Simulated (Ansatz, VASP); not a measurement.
# One calculation of TlZn, two programs

```xyz
2
Lattice="3.3520 0.0000 0.0000 -1.6760 2.9029 0.0000 0.0000 0.0000 4.9833" Properties=species:S:1:pos:R:3 pbc="T T T"
Zn    0.0000    1.9353    2.4916
Tl    0.0000    0.0000    0.0000
```

Alike in both runs: task relaxation of cell and atoms; functional PBE; k mesh 18 × 18 × 12; occupations gaussian, width 0.1 eV; no spin polarisation.

|  | VASP | Ansatz |
| --- | --- | --- |
| version | VASP 6.6.1 | Ansatz 0.2.0 |
| potentials or method | VASP PAW PBE potentials, release 64 (Zn, Tl_d), cutoff 600 eV | scalar-relativistic, plane waves, PAW |
| valence electrons in the cell | 25 | 25 |

VASP gave:

```
gap on the k mesh at the Fermi level, each at its own relaxed structure (eV) : none
relaxed volume (Å³/atom)                                                     : 24.89
relaxed cell length with the largest relative difference (Å)                 : 3.557
```

Q: Estimate Ansatz's values.

A: gap on the k mesh at the Fermi level, each at its own relaxed structure (eV): none; relaxed volume (Å³/atom): 24.87; relaxed cell length with the largest relative difference (Å): 3.554.

A gap of «none» marks a metal or a gap that the smearing closes.

Spin-orbit coupling is off throughout.
